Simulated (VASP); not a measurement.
# Y (Fm-3m) in VASP: a series of runs

Y is run at these levels: LDA; tasks: single point.

Program: VASP 6.6.1. These are calculated values, not measurements. Logs are shortened: lines on timing, memory, paths and dates and some standing lists are left out, and cuts for length are marked.

## 1. The cell of the first run

It takes space group Fm-3m (No. 225, cubic). The conventional cell has a = 3.702 Å, b = 3.702 Å, c = 3.702 Å, α = 90.00°, β = 90.00°, γ = 90.00°. Within 3.5 Å of Y (site symmetry m-3m) lie 12 Y at 2.62 Å.

## 2. Single point, LDA (volume scaled by 0.43)

INCAR

```
PREC     = Accurate       # precision mode
ENCUT    = 520            # plane-wave cutoff, eV
EDIFF    = 1E-6           # SCF threshold, eV
ISMEAR   = -1             # smearing method
SIGMA    = 0.08           # smearing width, eV
LREAL    = False          # projectors in reciprocal space
LASPH    = True           # aspherical terms in the spheres
NELM     = 60             # most SCF steps
ALGO     = Normal         # electronic algorithm
ISIF     = 2              # what is computed and relaxed
LWAVE    = False          # write WAVECAR
LCHARG   = False          # write CHGCAR
GGA      = CA             # functional
NBANDS   = 12             # bands
```

KPOINTS

```
regular mesh
0
Gamma
  13 13 13
```

POSCAR

```
Y
1.0
    0.0000000000      1.8510076718      1.8510076718
    1.8510076718      0.0000000000      1.8510076718
    1.8510076718      1.8510076718      0.0000000000
Y
1
Direct
    0.0000000000      0.0000000000      0.0000000000
```

Potentials or basis: VASP PAW LDA potentials, release 64 (Y_sv).

Launch:

```
$ cat potpaw_LDA.64/Y_sv/POTCAR > POTCAR
$ mpirun -np 1 vasp_std > vasp.out
```

OUTCAR:

```text
PREC = Accurate
   ENCUT = 520
   EDIFF = 1E-6
   ISMEAR = -1
   LREAL = False
   LASPH = True
   NELM = 60
   ISIF = 2
   GGA = CA

 ion  position               nearest neighbor table
   1  0.000  0.000  0.000-

  LATTYP: Found a face centered cubic cell.
 ALAT       =     3.7020153436

  Lattice vectors:

 A1 = (   0.0000000000,   1.8510076718,   1.8510076718)
 A2 = (   1.8510076718,   0.0000000000,   1.8510076718)
 A3 = (   1.8510076718,   1.8510076718,   0.0000000000)

Analysis of symmetry for initial positions (statically):
=====================================================================
 Subroutine PRICEL returns:
 Original cell was already a primitive cell.

 Routine SETGRP: Setting up the symmetry group for a
 face centered cubic supercell.

 Subroutine GETGRP returns: Found 48 space group operations
 (whereof 48 operations were pure point group operations)
 out of a pool of 48 trial point group operations.

The static configuration has the point symmetry O_h .

Analysis of symmetry for dynamics (positions and initial velocities):
=====================================================================
 Subroutine PRICEL returns:
 Original cell was already a primitive cell.

 Routine SETGRP: Setting up the symmetry group for a
 face centered cubic supercell.

 Subroutine GETGRP returns: Found 48 space group operations
 (whereof 48 operations were pure point group operations)
 out of a pool of 48 trial point group operations.

The dynamic configuration has the point symmetry O_h .

 Subroutine INISYM returns: Found 48 space group operations
 (whereof 48 operations are pure point group operations),
 and found     1 'primitive' translations

----------------------------------------------------------------------------------------

                                     Primitive cell

  volume of cell :      12.6840

  direct lattice vectors                    reciprocal lattice vectors
     0.000000000  1.851007672  1.851007672    -0.270123138  0.270123138  0.270123138
     1.851007672  0.000000000  1.851007672     0.270123138 -0.270123138  0.270123138
     1.851007672  1.851007672  0.000000000     0.270123138  0.270123138 -0.270123138

  length of vectors
     2.617720154  2.617720154  2.617720154     0.467866999  0.467866999  0.467866999

  position of ions in fractional coordinates (direct lattice)
     0.000000000  0.000000000  0.000000000

  ion indices of the primitive-cell ions
   primitive index   ion index
                 1           1

----------------------------------------------------------------------------------------

 KPOINTS: regular mesh

Automatic generation of k-mesh.
 Grid dimensions read from file:
 generate k-points for:   13   13   13

 Generating k-lattice:

  Cartesian coordinates                     Fractional coordinates (reciprocal lattice)
    -0.020778703  0.020778703  0.020778703     0.076923077  0.000000000  0.000000000
     0.020778703 -0.020778703  0.020778703     0.000000000  0.076923077  0.000000000
     0.020778703  0.020778703 -0.020778703     0.000000000  0.000000000  0.076923077

  Length of vectors
     0.035989769  0.035989769  0.035989769

  Shift w.r.t. Gamma in fractional coordinates (k-lattice)
     0.000000000  0.000000000  0.000000000

 Subroutine IBZKPT returns following result:
 ===========================================

 Found     84 irreducible k-points:

 Following reciprocal coordinates:
            Coordinates               Weight
  0.000000  0.000000  0.000000      1.000000
  0.076923  0.000000  0.000000      8.000000
  0.153846  0.000000  0.000000      8.000000
  0.230769  0.000000  0.000000      8.000000
  0.307692  0.000000  0.000000      8.000000
  0.384615  0.000000  0.000000      8.000000
[... 16 lines left out ...]
  0.384615  0.153846  0.000000     24.000000
  0.461538  0.153846  0.000000     24.000000
 [... further k-points ...]
   k-points           NKPTS =     84   k-points in BZ     NKDIM =     84   number of bands    NBANDS=     12
   number of dos      NEDOS =    301   number of ions     NIONS =      1
   total plane-waves  NPLWV =   8000
   dimension x,y,z NGX =    20 NGY =   20 NGZ =   20
   dimension x,y,z NGXF=    40 NGYF=   40 NGZF=   40
   ions per type =               1
   NGX,Y,Z   is equivalent  to a cutoff of  12.70, 12.70, 12.70 a.u.
   NGXF,Y,Z  is equivalent  to a cutoff of  25.40, 25.40, 25.40 a.u.
 SYSTEM =  unknown system
   PREC   = accura    normal or accurate (medium, high low for compatibility)
   ISTART =      0    job   : 0-new  1-cont  2-samecut
   ICHARG =      2    charge: 1-file 2-atom 10-const
   ISPIN  =      1    spin polarized calculation?
   LNONCOLLINEAR =      F non collinear calculations
   LSORBIT =      F    spin-orbit coupling
   LASPH  =      T    aspherical Exc in radial PAW
   ENCUT  =  520.0 eV  38.22 Ry    6.18 a.u.   4.87  4.87  4.87*2*pi/ulx,y,z
   NELM   =     60;   NELMIN=  2; NELMDL= -5     # of ELM steps
   EDIFF  = 0.1E-05   stopping-criterion for ELM
   LREAL  =      F    real-space projection
   EDIFFG = 0.1E-04   stopping-criterion for IOM
   NSW    =      0    number of steps for IOM
   IBRION =     -1    ionic relax: 0-MD 1-quasi-New 2-CG
   NFREE  =      0    steps in history (QN), initial steepest desc. (CG)
   ISIF   =      2    stress and relaxation
   ISYM   =      2    0-nonsym 1-usesym 2-fastsym
   POTIM  = 0.5000    time-step for ionic-motion
   TEBEG  =    0.0;   TEEND  =   0.0 temperature during run
   PSTRESS=    0.0 pullay stress
   NELECT =      11.0000    total number of electrons
   NUPDOWN=      -1.0000    fix difference up-down
   EMIN   =  10.00;   EMAX   =-10.00  energy-range for DOS
   EFERMI =   0.00;   METHOD = LEGACY
   ISMEAR =    -1;   SIGMA  =   0.08  broadening in eV -4-tet -1-fermi 0-gaus
   EFERMI_NEDOS =   21; number of points for ismear=-14 and -15
   IALGO  =     38    algorithm
   IMIX   =      4    mixing-type and parameters
     AMIX     =   0.40;   BMIX     =  1.00
     AMIX_MAG =   1.60;   BMIX_MAG =  1.00
  volume/ion in A,a.u.               =      12.68        85.60
  Fermi-wavevector in a.u.,A,eV,Ry     =   1.561184  2.950211 33.161431  2.437296
  Thomas-Fermi vector in A             =   2.664287
   LORBIT       =      0    0 simple, 1 ext, 2 COOP (PROOUT), +10 PAW based schemes
   GGA     = CA    functional components
   LHFCALC =     F    Hartree Fock is set to
   AEXX    =    0.0000 exact exchange contribution
   IVDW    =     0    specifies the selected vdW correction
   LEPSILON=     F    determine dielectric tensor
   LRPA    =     F    only Hartree local field effects (RPA)
 non-spin polarized calculation
  energy-cutoff  :      520.00
  volume of cell :       12.68
 maximum number of plane-waves:       350
   NGX =  9   NGY =  9   NGZ =  9

 number of electron      10.9999999 magnetization

 Free energy of the ion-electron system (eV)
  ---------------------------------------------------
  ext. energy  EPLUGINS =         0.00000000
  ---------------------------------------------------
  free energy    TOTEN  =        -2.99696091 eV

  energy without entropy =       -2.97946154  energy(sigma->0) =       -2.98821122

 E-fermi :   9.4036     XC(G=0): -14.1161

 val. band max:        9.3956447774   @ k =  -0.4615   0.1538   0.0000
 cond. band min:       9.5130837182   @ k =  -0.3846   0.1538   0.0000
 fundamental gap:      0.1174389408
 Fermi energy:         9.4035995123

 k-point     1 :       0.0000    0.0000    0.0000
  band No.  band energies     occupation
      1     -33.9064      2.00000
      2      -9.4880      2.00000
      3      -9.4880      2.00000
      4      -9.4880      2.00000
      5       6.6985      2.00000
      6      11.5194      0.00000
      7      11.5194      0.00000
      8      11.5194      0.00000
      9      17.2463      0.00000
     10      17.2463      0.00000
     11      20.5282      0.00000
     12      27.6428      0.00000

 k-point     2 :       0.0769    0.0000    0.0000
  band No.  band energies     occupation
      1     -33.8107      2.00000
      2      -9.9974      2.00000
      3      -9.5417      2.00000
      4      -9.5417      2.00000
      5       7.1723      2.00000
      6      11.1394      0.00000
      7      11.7221      0.00000
      8      11.7221      0.00000
      9      16.8682      0.00000
     10      16.8682      0.00000
     11      21.4948      0.00000
     12      26.6208      0.00000

 k-point     3 :       0.1538    0.0000    0.0000
  band No.  band energies     occupation
      1     -33.5368      2.00000
      2     -11.2885      2.00000
      3      -9.6869      2.00000
      4      -9.6869      2.00000
      5       7.9192      2.00000
      6      10.9240      0.00000
      7      12.1476      0.00000
      8      12.1476      0.00000
      9      16.2678      0.00000
     10      16.2678      0.00000
     11      23.0860      0.00000
     12      25.8046      0.00000
[... 286 lines left out ...]
 k-point    23 :       0.3846    0.1538    0.0000
  band No.  band energies     occupation
      1     -32.2531      2.00000
      2     -14.7797      2.00000
      3     -10.9811      2.00000
      4     -10.7469      2.00000
      5       7.3310      2.00000
      6       9.8977      0.00415
      7      12.5284      0.00000
      8      13.3036      0.00000
      9      20.0527      0.00000
     10      20.9103      0.00000
     11      24.5027      0.00000
     12      33.5250      0.00000

 k-point    24 :       0.4615    0.1538    0.0000
  band No.  band energies     occupation
      1     -31.8966      2.00000
      2     -15.6821      2.00000
      3     -11.3428      2.00000
      4     -10.7697      2.00000
      5       7.1611      2.00000
      6       9.5770      0.20541
      7      12.7145      0.00000
      8      14.0805      0.00000
      9      21.7445      0.00000
     10      22.0737      0.00000
     11      24.9867      0.00000
     12      30.5218      0.00000

 [... further k-points ...]
[... 5 lines left out ...]
  --------------------------------------------------------------------------------------
  -------------------------------------------------------------------------------------
  Total       11.3555182     11.3555182     11.3555182      0.0000000     -0.0000000      0.0000000
  in kB     1434.3755985   1434.3755985   1434.3755985      0.0000000     -0.0000000      0.0000000
  external PRESSURE =    1434.3755985 kB  Pullay stress =       0.0000000 kB

 VOLUME and BASIS-vectors are now :
 -----------------------------------------------------------------------------
  energy-cutoff  :      520.00
  volume of cell :       12.68
      direct lattice vectors                 reciprocal lattice vectors
     0.000000000  1.851007672  1.851007672    -0.270123138  0.270123138  0.270123138
     1.851007672  0.000000000  1.851007672     0.270123138 -0.270123138  0.270123138
     1.851007672  1.851007672  0.000000000     0.270123138  0.270123138 -0.270123138

 POSITION                                       TOTAL-FORCE (eV/Angst)
 -----------------------------------------------------------------------------------
      0.00000      0.00000      0.00000         0.000000      0.000000      0.000000
 -----------------------------------------------------------------------------------
    total drift:                                0.000000     -0.000000     -0.000000

  FREE ENERGIE OF THE ION-ELECTRON SYSTEM (eV)
  ---------------------------------------------------
  free  energy   TOTEN  =        -2.9969609064 eV

  energy  without entropy=       -2.9794615354  energy(sigma->0) =       -2.98821122
```

Run time: 11 s. Hardware: 1 thread of Intel Xeon 6975P-C, shared host; peak memory 0.14 GiB.

What came out:

| Property | Result |
| --- | --- |
| Free energy | -2.9970 eV |
| Pressure | 143.4 GPa |

## 3. Single point, LDA (volume scaled by 0.43)

INCAR

```
SYSTEM = Y
  ALGO = Normal
  EDIFF = 1E-6
  ENCUT = 520
  ISIF = 2
  ISMEAR = -1
  LASPH = .TRUE.
  LCHARG = .FALSE.
  LREAL = .FALSE.
  LWAVE = .FALSE.
  NBANDS = 12
  NELM = 60
  PREC = Accurate
  SIGMA = 0.08
```

KPOINTS

```
k-points
0
G
  13 13 13
  0 0 0
```

POSCAR is that of step 2.

Potentials or basis: VASP PAW LDA potentials, release 64 (Y_sv).

Launch:

```
$ cat potpaw_LDA.64/Y_sv/POTCAR > POTCAR
$ mpirun -np 1 vasp_std > vasp.out
```

Wall time 12 s (1 thread of Intel Xeon 6975P-C, shared host); peak memory 0.14 GiB.

The run converged. Its results:

| Property | Result |
| --- | --- |
| Free energy | -2.9970 eV |
| Pressure | 143.4 GPa |

Levels at points of the mesh, in eV from the Fermi level:
```csv
k point,band 1,band 2,band 3,band 4,band 5,band 6,band 7,band 8,band 9,band 10
"(0.00, 0.00, 0.00)",-43.31,-18.89,-18.89,-18.89,-2.71,2.12,2.12,2.12,7.84,7.84
```

## 4. Single point, LDA (volume scaled by 0.43)

INCAR

```
SYSTEM = Y
PREC = Accurate
ENCUT = 520
EDIFF = 1E-7
ISMEAR = -1
SIGMA = 0.08
LREAL = .FALSE.
LASPH = .TRUE.
NELM = 60
ALGO = Normal
ISIF = 2
LWAVE = .FALSE.
LCHARG = .FALSE.
GGA = CA
NBANDS = 12
```

KPOINTS

```
Automatic mesh
0
G
  13 13 13
  0 0 0
```

POSCAR is that of step 3.

Potentials or basis: VASP PAW LDA potentials, release 64 (Y_sv).

Launch:

```
$ cat potpaw_LDA.64/Y_sv/POTCAR > POTCAR
$ mpirun -np 1 vasp_std > vasp.out
```

OUTCAR:

```text
SYSTEM = Y
   PREC = Accurate
   ENCUT = 520
   EDIFF = 1E-7
   ISMEAR = -1
   LREAL = .FALSE.
   LASPH = .TRUE.
   NELM = 60
   ISIF = 2
   GGA = CA

 ion  position               nearest neighbor table
   1  0.000  0.000  0.000-

  LATTYP: Found a face centered cubic cell.
 ALAT       =     3.7020153436

  Lattice vectors:

 A1 = (   0.0000000000,   1.8510076718,   1.8510076718)
 A2 = (   1.8510076718,   0.0000000000,   1.8510076718)
 A3 = (   1.8510076718,   1.8510076718,   0.0000000000)

Analysis of symmetry for initial positions (statically):
=====================================================================
 Subroutine PRICEL returns:
 Original cell was already a primitive cell.

 Routine SETGRP: Setting up the symmetry group for a
 face centered cubic supercell.

 Subroutine GETGRP returns: Found 48 space group operations
 (whereof 48 operations were pure point group operations)
 out of a pool of 48 trial point group operations.

The static configuration has the point symmetry O_h .

Analysis of symmetry for dynamics (positions and initial velocities):
[... 158 lines left out ...]
 val. band max:        9.3956447773   @ k =  -0.4615   0.1538   0.0000
 cond. band min:       9.5130837182   @ k =  -0.3846   0.1538   0.0000
 fundamental gap:      0.1174389409
 Fermi energy:         9.4035995122

 k-point     1 :       0.0000    0.0000    0.0000
  band No.  band energies     occupation
      1     -33.9064      2.00000
      2      -9.4880      2.00000
      3      -9.4880      2.00000
      4      -9.4880      2.00000
      5       6.6985      2.00000
      6      11.5194      0.00000
      7      11.5194      0.00000
      8      11.5194      0.00000
      9      17.2463      0.00000
     10      17.2463      0.00000
     11      20.5282      0.00000
     12      27.6428      0.00000
[... 331 lines left out ...]
 k-point    24 :       0.4615    0.1538    0.0000
  band No.  band energies     occupation
      1     -31.8966      2.00000
      2     -15.6821      2.00000
      3     -11.3428      2.00000
      4     -10.7697      2.00000
      5       7.1611      2.00000
      6       9.5770      0.20541
      7      12.7145      0.00000
      8      14.0805      0.00000
      9      21.7445      0.00000
     10      22.0737      0.00000
     11      24.9867      0.00000
     12      30.5218      0.00000

 [... further k-points ...]
[... 5 lines left out ...]
  --------------------------------------------------------------------------------------
  -------------------------------------------------------------------------------------
  Total       11.3554864     11.3554864     11.3554864      0.0000000      0.0000000      0.0000000
  in kB     1434.3715796   1434.3715796   1434.3715796      0.0000000      0.0000000      0.0000000
  external PRESSURE =    1434.3715796 kB  Pullay stress =       0.0000000 kB

 VOLUME and BASIS-vectors are now :
 -----------------------------------------------------------------------------
  energy-cutoff  :      520.00
  volume of cell :       12.68
      direct lattice vectors                 reciprocal lattice vectors
     0.000000000  1.851007672  1.851007672    -0.270123138  0.270123138  0.270123138
     1.851007672  0.000000000  1.851007672     0.270123138 -0.270123138  0.270123138
     1.851007672  1.851007672  0.000000000     0.270123138  0.270123138 -0.270123138

 POSITION                                       TOTAL-FORCE (eV/Angst)
 -----------------------------------------------------------------------------------
      0.00000      0.00000      0.00000         0.000000      0.000000      0.000000
 -----------------------------------------------------------------------------------
    total drift:                                0.000000      0.000000     -0.000000

  FREE ENERGIE OF THE ION-ELECTRON SYSTEM (eV)
  ---------------------------------------------------
  free  energy   TOTEN  =        -2.9969609074 eV

  energy  without entropy=       -2.9794615364  energy(sigma->0) =       -2.98821122
```

OSZICAR:

```text
N       E                     dE             d eps       ncg     rms          rms(c)
DAV:   1     0.349044670232E+02    0.34904E+02   -0.61121E+03  2064   0.933E+02
DAV:   2    -0.209454482004E+01   -0.36999E+02   -0.35533E+02  2368   0.199E+02
DAV:   3    -0.299249532302E+01   -0.89795E+00   -0.88706E+00  2496   0.223E+01
DAV:   4    -0.300117020509E+01   -0.86749E-02   -0.86706E-02  2292   0.200E+00
DAV:   5    -0.300125309262E+01   -0.82888E-04   -0.82886E-04  2380   0.131E-01    0.503E+01
DAV:   6    -0.287565588511E+01    0.12560E+00   -0.29435E-01  2508   0.297E+00    0.289E+01
DAV:   7    -0.298116150002E+01   -0.10551E+00   -0.55196E-01  2708   0.308E+00    0.375E+00
DAV:   8    -0.299075638968E+01   -0.95949E-02   -0.19665E-01  2048   0.388E+00    0.291E+00
DAV:   9    -0.299690421655E+01   -0.61478E-02   -0.38240E-02  2052   0.168E+00    0.329E-01
DAV:  10    -0.299696253677E+01   -0.58320E-04   -0.74456E-04  2320   0.260E-01    0.381E-02
DAV:  11    -0.299695766140E+01    0.48754E-05   -0.51670E-06  2480   0.179E-02    0.433E-02
DAV:  12    -0.299696090985E+01   -0.32485E-05   -0.95021E-06  2104   0.277E-02    0.130E-03
DAV:  13    -0.299696090739E+01    0.24647E-08   -0.48524E-08  1812   0.167E-03
   1 F= -.29969609E+01 E0= -.29882112E+01  d E =-.174994E-01
```

stdout:

```text
POSCAR found type information on POSCAR Y
 POSCAR found :  1 types and       1 ions
 scaLAPACK will be used
 LDA part: xc-table for (Slater(with rela. corr.)+CA(PZ))
 , standard interpolation
 POSCAR, INCAR and KPOINTS ok, starting setup
 FFT: planning ... GRIDC
 FFT: planning ... GRID_SOFT
 FFT: planning ... GRID
 WAVECAR not read
 entering main loop
```

It took 10 s on 1 thread of Intel Xeon 6975P-C, shared host; peak memory 0.14 GiB.

Results:

```
Free energy : -2.9970 eV
Pressure    : 143.4 GPa
```

Levels at points of the mesh, in eV from the Fermi level:
```csv
k point,band 3,band 4,band 5,band 6,band 7,band 8
"(0.00, 0.00, 0.00)",-18.89,-18.89,-2.71,2.12,2.12,2.12
```

[end of part 1 of 2]
